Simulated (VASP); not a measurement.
Write the native input for VASP 6.6.1 that does the following.

```
Task                   : single point
Functional             : PBE
Dispersion             : D3(BJ)
Potentials or basis    : VASP PAW PBE potentials, release 64 (Ba_sv)
Cutoff                 : 520 eV
k mesh                 : 12 × 12 × 12
Occupations            : gaussian, width 0.1 eV
Spin                   : no spin polarisation
Dipole correction      : no
Further INCAR settings : ALGO = Normal; EDIFF = 1e-07; NBANDS = 11
```

The structure of Ba lies in POSCAR:

```
Ba
1.0
    2.0864346416     -3.6150435848      0.0000000000
    2.0864346416      3.6150435848      0.0000000000
    0.0000000000      0.0000000000      3.8469222850
Ba
1
Direct
    0.0000000000      0.0000000000      0.0000000000
```

This isn't the form of Ba at room conditions, which is bcc.

The input as run:

INCAR

```
SYSTEM = Ba
ALGO = Normal
EDIFF = 1E-7
ENCUT = 520
GGA = PE
ISIF = 2
ISMEAR = 0
IVDW = 12
LASPH = .True.
LCHARG = .True.
LELF = .True.
LREAL = .False.
LVHAR = .True.
LWAVE = .False.
NBANDS = 11
NELM = 100
PREC = Accurate
SIGMA = 0.1
```

KPOINTS

```
k-points
0
Gamma
  12 12 12
  0 0 0
```

Potentials or basis: VASP PAW PBE potentials, release 64 (Ba_sv).

Run with:

```console
$ cat potpaw_PBE.64/Ba_sv/POTCAR > POTCAR
$ mpirun -np 1 vasp_std > vasp.out
```

Results of the run:

The pressure is 0.1 GPa, the band gap on the k mesh is zero (bands 5 and 6 overlap by 0.66 eV) and the dispersion energy per atom is -0.218 eV.

Caveat: spin-orbit coupling is left out, which moves the levels of the heavy elements.

It took 50 s on 1 thread of Intel(R) Xeon(R) 6975P-C (Granite Rapids) (shared host), peak memory 0.33 GiB.
